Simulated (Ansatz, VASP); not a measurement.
## C: VASP beside Ansatz

```
C
1.0
     0.00000    1.96174    1.78340
     1.96174    0.00000    1.78340
     1.96174    1.96174    0.00000
C
2
Direct
  0.50000 0.50000 0.50000
  0.75000 0.75000 0.75000
```

Change from the starting cell: strain +0.1000 x Voigt [1, 1, 0, 0, 0, 0], atoms carried along.

Alike in both runs: task single point; functional PBE; k mesh 12 × 12 × 12; occupations gaussian, width 0.05 eV; no spin polarisation.

```csv
,VASP,Ansatz
version,VASP 6.6.1,Ansatz 0.2.0
potentials or method,"VASP PAW PBE potentials, release 64 (C), cutoff 520 eV","scalar-relativistic, plane waves, PAW"
valence electrons in the cell,8,8
```

Ansatz gave:

```
gap on the k mesh at the Fermi level (eV)                     : 1.72
least direct gap on the mesh (eV)                             : 3.68
pressure (GPa)                                                : -56.3
traceless stress, the component that is largest in VASP (GPa) : 42.84
```

Task: What did VASP give for the same quantities?

Result: gap on the k mesh at the Fermi level (eV): 1.72; least direct gap on the mesh (eV): 3.68; pressure (GPa): -56.1; traceless stress, the component that is largest in VASP (GPa): 42.82.

Both programs put the cell under strong tension, so it lies far from rest at this level.

Noted on VASP's run: the cell as given lies far from equilibrium.
